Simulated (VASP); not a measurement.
Set up this calculation in VASP 6.6.1, as the native input.

```yaml
Task: single point
Functional: PBE
Potentials_or_basis: VASP PAW PBE potentials, release 64 (In_d, Ga_d, As)
Cutoff: 520 eV
k_mesh: 6 × 6 × 2
Occupations: gaussian, width 0.2 eV
Spin: no spin polarisation
Dipole_correction: no
Further_INCAR_settings: ALGO = Normal; EDIFF = 1e-07; NBANDS = 46
```

The structure of In3GaAs4 lies in POSCAR:

```
In3GaAs4
1.0
    4.2926040026      0.0007403768      0.0009644355
    0.0006603072      4.3006152583      0.0032678868
    0.0029018929      0.0097083997     12.1820155517
In Ga As
3 1 4
Direct
    0.0001339102     -0.0000844595      0.7415962158
    0.0002044319      0.0002028008      0.2582336509
    0.4997700078      0.4991486628     -0.0000671211
    0.5001495432      0.4997813808      0.4999401245
    0.5000641041      0.0001906060      0.3886917555
   -0.0002817679      0.5005676823      0.1292810592
    0.4999443322     -0.0002761486      0.8708411104
    0.0000154386      0.5004694754      0.6114832050
```

These files were run (other wordings do the same):

INCAR

```
ALGO = Normal
EDIFF = 1E-7
ENCUT = 520
GGA = PE
ISIF = 2
ISMEAR = 0
LASPH = T
LCHARG = F
LREAL = F
LWAVE = F
NBANDS = 46
NELM = 80
PREC = Accurate
SIGMA = 0.2
```

KPOINTS

```
k-points
0
Gamma
  6 6 2
```

Potentials or basis: VASP PAW PBE potentials, release 64 (In_d, Ga_d, As).

Run with:

```bash
$ cat potpaw_PBE.64/In_d/POTCAR potpaw_PBE.64/Ga_d/POTCAR potpaw_PBE.64/As/POTCAR > POTCAR
$ mpirun -np 1 vasp_std > vasp.out
```

Results of the run:

* Pressure: 0.0 GPa
* Largest force: 0.023 eV/Å
* Band gap on the k mesh: 0.01 eV

Caveat: the smearing spreads over this small gap; semilocal functionals underestimate gaps, and a narrow one can read as zero; spin-orbit coupling is left out, which moves the levels of the heavy elements.

Run time: 4.2 min on 1 thread of Intel(R) Xeon(R) 6975P-C (Granite Rapids), with other jobs on the host, peak memory 0.52 GiB.
